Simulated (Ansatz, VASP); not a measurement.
**ReRh2 in VASP and in Ansatz**

```
CELL_PARAMETERS angstrom
4.31125 0.00000 0.00000
-2.15562 3.73365 0.00000
0.00000 0.00000 2.68027
ATOMIC_POSITIONS crystal
Re 0.00000 0.00000 0.00000
Rh 0.33333 0.66667 0.50000
Rh 0.66667 0.33333 0.50000
```

Alike in both runs: task relaxation of cell and atoms; functional PBE; k mesh 12 × 12 × 18; occupations gaussian, width 0.1 eV; no spin polarisation.

```csv
,VASP,Ansatz
version,VASP 6.6.1,Ansatz 0.2.0
potentials or method,"VASP PAW PBE potentials, release 64 (Re, Rh_pv), cutoff 600 eV","scalar-relativistic, plane waves, PAW"
valence electrons in the cell,37,49
```

Ansatz gave:

| Property | Result |
| --- | --- |
| gap on the k mesh at the Fermi level, each at its own relaxed structure (eV) | none |
| relaxed volume (Å³/atom) | 14.40 |
| relaxed length of the cell vector where the two differ most in proportion (Å) | 2.676 |

Problem. Estimate VASP's values.

Solution. gap on the k mesh at the Fermi level, each at its own relaxed structure (eV): none; relaxed volume (Å³/atom): 14.39; relaxed length of the cell vector where the two differ most in proportion (Å): 2.675.

A gap of «none» marks a metal or a gap that the smearing closes. VASP's potentials hold 37 valence electrons a cell and Ansatz's 49, so a difference there can come from the potentials and not from the codes.

Neither program's run includes spin-orbit coupling.
